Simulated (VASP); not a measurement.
Al3B2P: relaxation of cell and atoms with PBE

Al3B2P:

```xyz
6
Lattice="2.7017 -4.6847 0.0000 2.7017 4.6847 0.0000 -0.0649 0.0000 3.0971" Properties=species:S:1:pos:R:3 pbc="T T T"
Al    1.3184    2.3423    1.5486
Al    1.3184   -2.3423    1.5486
Al    2.6693    0.0000    1.5486
B     2.7017   -1.5647    0.0000
B     2.7017    1.5647    0.0000
P     0.0000    0.0000    0.0000
```

```json
{"Program": "VASP 6.6.1", "Task": "relaxation of cell and atoms", "Functional": "PBE", "Potentials or basis": "VASP PAW PBE potentials, release 64 (Al, B, P)", "Cutoff": "600 eV", "k mesh": "4 × 4 × 6", "Occupations": "gaussian, width 0.1 eV", "Spin": "no spin polarisation", "Dipole correction": "no", "Further INCAR settings": "ALGO = Normal; EDIFF = 1e-06; IBRION = 2; EDIFFG = -0.04; NSW = 90; ISIF = 3"}
```

```yaml
Relaxed_volume: 13.57 Å³/atom
Relaxed_cell: a = 5.465 Å, b = 5.465 Å, c = 3.148 Å, α = 90.36°, β = 90.36°, γ = 120.01°
Space_group_after_relaxing_to_0.05_Å: C2/m (No. 12)
Energy_gained_by_relaxing: 6.9 meV/atom
Ionic_steps: 4
Pressure_after_relaxing: -0.1 GPa
Largest_force_after_relaxing: 0.010 eV/Å
```

Forces on the atoms (eV/Å):
```
Al   0.000  0.000  0.000
Al   0.000  0.000  0.000
Al   0.000  0.000  0.000
B    0.000  0.010  0.000
B    0.000 -0.010  0.000
P    0.000  0.000  0.000
```

Stress tensor (GPa, compression positive):
```
-0.29  0.00  0.38
 0.00 -0.33  0.00
 0.38  0.00  0.34
```

Step by step:
```tsv
step	energy change (eV)	largest force (eV/Å)	pressure (GPa)	volume (Å³)
1	0.0000	0.0249	4.16	78.40
2	-0.0371	0.0135	-1.16	82.31
3	-0.0402	0.0159	-0.08	81.44
4	-0.0414	0.0097	-0.09	81.41
```

Final structure:
```
Al B P
1.0
     2.73216   -4.73289    0.01112
     2.73216    4.73289    0.01112
    -0.05285    0.00000    3.14773
Al B P
3 2 1
Cartesian
  4.0718 -2.3664 1.5905
  4.0718 2.3664 1.5905
  2.7057 0.0000 1.5850
  2.6793 -1.5791 3.1588
  2.7322 1.5791 0.0111
  5.4643 0.0000 0.0222
```

Levels at points of the mesh, in eV from the Fermi level:
```
           k point  band 7  band 8  band 9  band 10  band 11  band 12  band 13  band 14
(0.00, 0.00, 0.00)   -4.94   -0.75    1.09     2.00     2.00     2.49     3.08     5.97
(0.50, 0.00, 0.00)   -1.16   -0.89   -0.08    -0.06     0.36     1.96     2.64     4.44
(0.50, 0.50, 0.00)   -1.16   -0.90   -0.08    -0.06     0.37     1.96     2.64     4.44
(0.00, 0.00, 0.50)   -3.18   -3.13   -2.47    -2.46    -0.29    -0.28    -0.13    -0.12
(0.50, 0.00, 0.50)   -4.27   -1.77   -0.96    -0.31     0.69     1.14     1.41     2.05
(0.50, 0.50, 0.50)   -4.26   -1.76   -0.95    -0.31     0.69     1.15     1.42     2.06
```

Run time: 51 s on 1 thread of Intel(R) Xeon(R) 6975P-C (Granite Rapids), on a shared host, peak memory 0.27 GiB.

Caveat: the bands computed are all filled at some k points, so no gap is given.
